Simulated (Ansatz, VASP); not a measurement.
## BiTe in VASP and in Ansatz

The input INCAR:

```
SYSTEM = BiTe
PREC = Accurate
ENCUT = 520
EDIFF = 1E-6
ISMEAR = -1
SIGMA = 0.08
LREAL = .FALSE.
LASPH = .TRUE.
NELM = 60
ALGO = Normal
ISIF = 2
LWAVE = .FALSE.
LCHARG = .TRUE.
LELF = .TRUE.
LVHAR = .TRUE.
NBANDS = 18
```

Contents of KPOINTS:

```
Automatic mesh
0
G
  10 10 10
  0 0 0
```

Contents of POSCAR:

```
BiTe
1.0
    0.0000000000      3.2350000000      3.2997000000
    3.2350000000      0.0000000000      3.2997000000
    3.2350000000      3.2350000000      0.0000000000
Bi Te
1 1
Direct
    0.0000000000      0.0000000000      0.0000000000
    0.5000000000      0.5000000000      0.5000000000
```

Input for Ansatz:

```yaml
crystal:
  lattice:
    - [0.0, 3.235, 3.2997]
    - [3.235, 0.0, 3.2997]
    - [3.235, 3.235, 0.0]
  atoms:
    - { symbol: Bi, position: [0.0, 0.0, 0.0] }
    - { symbol: Te, position: [0.5, 0.5, 0.5] }
kpoints:
  mp_grid: { grid: [10, 10, 10] }
  band_path:
    path:
      - [0.0, 0.0, 0.0]
      - [0.0, 0.5, 0.5]
      - [0.25, 0.75, 0.5]
      - [0.0, 0.5, 0.0]
      - [0.0, 0.0, 0.0]
      - [0.5, 0.5, 0.0]
      - [0.3701460977, 0.6298539023, 0.0]
      - [-0.3701460977, 0.3701460977, 0.0]
      - [0.0, 0.0, 0.0]
    npoints: 5
scf:
  occupations: { method: fermi_dirac, width: 0.08 }
hamiltonian:
  xc: lda
  pseudopotentials: { kind: all_electron, lapw: { basis_error: 0.0005 } }
output:
  forces: true
  stress: true
  eigenvalues: true
```

Change from the starting cell: zz strain of +2 %.

Alike in both runs: task single point; functional LDA; k mesh 10 × 10 × 10; occupations fermi-dirac, width 0.08 eV; no spin polarisation.

```csv
,VASP,Ansatz
version,VASP 6.6.1,Ansatz 0.2.0
potentials or method,"VASP PAW LDA potentials, release 64 (Bi_d, Te), cutoff 520 eV","all-electron LAPW, scalar-relativistic"
```

|  | VASP | Ansatz | Ansatz less VASP |
| --- | --- | --- | --- |
| pressure (GPa) | -3.6 | -3.6 | -0.02 |
| traceless stress, the component that is largest in VASP (GPa) | -0.80 | -0.80 | +0.002 |

LDA's correlation is that of Perdew and Zunger in VASP and of Perdew and Wang (1992) in Ansatz. Ansatz ran all-electron here, and VASP with PAW potentials.

Spin-orbit coupling is off throughout.
